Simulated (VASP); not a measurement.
Wanted: the native input for a VASP 6.6.1 run.

| Item | Value |
| --- | --- |
| Task | single point |
| Functional | PBE |
| Potentials or basis | VASP PAW PBE potentials, release 64 (I) |
| Cutoff | 520 eV |
| k mesh | 12 × 12 × 12 |
| Occupations | fermi-dirac, width 0.1 eV |
| Spin | no spin polarisation |
| Dipole correction | no |
| Further INCAR settings | ALGO = Normal; EDIFF = 1e-06; NBANDS = 14 |

The structure of I lies in POSCAR:

```
I
1.0
   -3.0045269499      3.0045269499      1.8100144941
    3.0045269499     -3.0045269499      1.8100144941
    3.0045269499      3.0045269499     -1.8100144941
I
2
Direct
   -0.3750000000     -0.1250000000     -0.2500000000
    0.3750000000      0.1250000000      0.2500000000
```

These files were run (other wordings do the same):

INCAR

```
SYSTEM = I
  ALGO = Normal
  EDIFF = 1E-6
  ENCUT = 520
  GGA = PE
  ISIF = 2
  ISMEAR = -1
  LASPH = .TRUE.
  LCHARG = .FALSE.
  LREAL = .FALSE.
  LWAVE = .FALSE.
  NBANDS = 14
  NELM = 100
  PREC = Accurate
  SIGMA = 0.1
```

KPOINTS

```
k-points
0
G
  12 12 12
  0 0 0
```

Potentials or basis: VASP PAW PBE potentials, release 64 (I).

Run with:

```console
$ cat potpaw_PBE.64/I/POTCAR > POTCAR
$ mpirun -np 1 vasp_std > vasp.out
```

It gave:

* Pressure: 8.8 GPa
* Band gap on the k mesh: zero (bands 7 and 8 overlap by 2.93 eV)

Caveat: the cell stands under pressure; spin-orbit coupling is left out, which moves the levels of the heavy elements.

It took 2 min on 1 thread of Intel(R) Xeon(R) Platinum 8259CL CPU @ 2.50GHz (Skylake/Cascade Lake), on a shared host, peak memory 0.28 GiB.
